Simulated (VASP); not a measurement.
Runs of VASP 6.6.1 on TePb. Symmetry: Fm-3m, No. 225, cubic system. The conventional cell has a = 6.536 Å, b = 6.536 Å, c = 6.536 Å, α = 90.00°, β = 90.00°, γ = 90.00°. Pb (site symmetry m-3m) has 6 Te at 3.27 Å within 4.3 Å. Within 4.3 Å of Te (site symmetry m-3m) lie 6 Pb at 3.27 Å. 

```tsv
level	k mesh	cutoff (eV)	smearing	gap on the mesh (eV)	pressure (GPa)
PBEsol	6 × 6 × 6	500	gaussian 0.01 eV	0.74	-1.8
PBE	2 × 2 × 2	500	gaussian 0.01 eV	(b)	(a)
r2SCAN	6 × 6 × 6	550	gaussian 0.01 eV	1.09	0.0
PBE+D3(BJ)	6 × 6 × 6	500	gaussian 0.01 eV	0.80	-1.2
PBE	6 × 6 × 6	500	methfessel-paxton 0.001 eV	0.80	0.6
PBE	6 × 6 × 6	500	gaussian 0.01 eV	0.80	0.6
```

Alike in all rows: task single point; potentials or basis VASP PAW PBE potentials, release 64 (Pb_d, Te); no spin polarisation; cell as given.

Task: Estimate the missing entries.

Result: (a) 7.2; (b) 0.65.

Caveats: some runs use coarse meshes; the structure was generated, so it needn't be the stable form of TePb; spin-orbit coupling is left out, which moves the levels of the heavy elements; the PAW data sets were made with another functional, which shifts forces and pressure a little (at least some runs).

A k mesh can miss the band edges, and the runs leave out spin-orbit coupling on Pb, Te.
